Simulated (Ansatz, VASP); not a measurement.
**One calculation of SnS3, two programs**

```
Sn S
1.0
    -2.25181    2.25181    4.92963
     2.25181   -2.25181    4.92963
     2.25181    2.25181   -4.92963
Sn S
1 3
Direct
  0.00000 0.00000 0.00000
  0.75000 0.25000 0.50000
  0.25000 0.75000 0.50000
  0.50000 0.50000 0.00000
```

Change from the starting cell: species swapped into the Ga3Hg type (I4/mmm, No. 139).

Alike in both runs: task relaxation of cell and atoms; functional PBE; k mesh 6 × 6 × 6; occupations gaussian, width 0.1 eV; no spin polarisation.

|  | VASP | Ansatz |
| --- | --- | --- |
| version | VASP 6.6.1 | Ansatz 0.2.0 |
| potentials or method | VASP PAW PBE potentials, release 64 (Sn_d, S), cutoff 600 eV | scalar-relativistic, plane waves, PAW |
| valence electrons in the cell | 32 | 32 |

Ansatz gave:

```
gap on the k mesh at the Fermi level, each at its own relaxed structure (eV) : none
relaxed volume (Å³/atom)                                                     : 22.08
relaxed cell length with the largest relative difference (Å)                 : 7.008
```

Q: Which values does VASP return?

A: gap on the k mesh at the Fermi level, each at its own relaxed structure (eV): none; relaxed volume (Å³/atom): 22.22; relaxed cell length with the largest relative difference (Å): 7.039.

A gap of «none» marks a metal or a gap that the smearing closes.
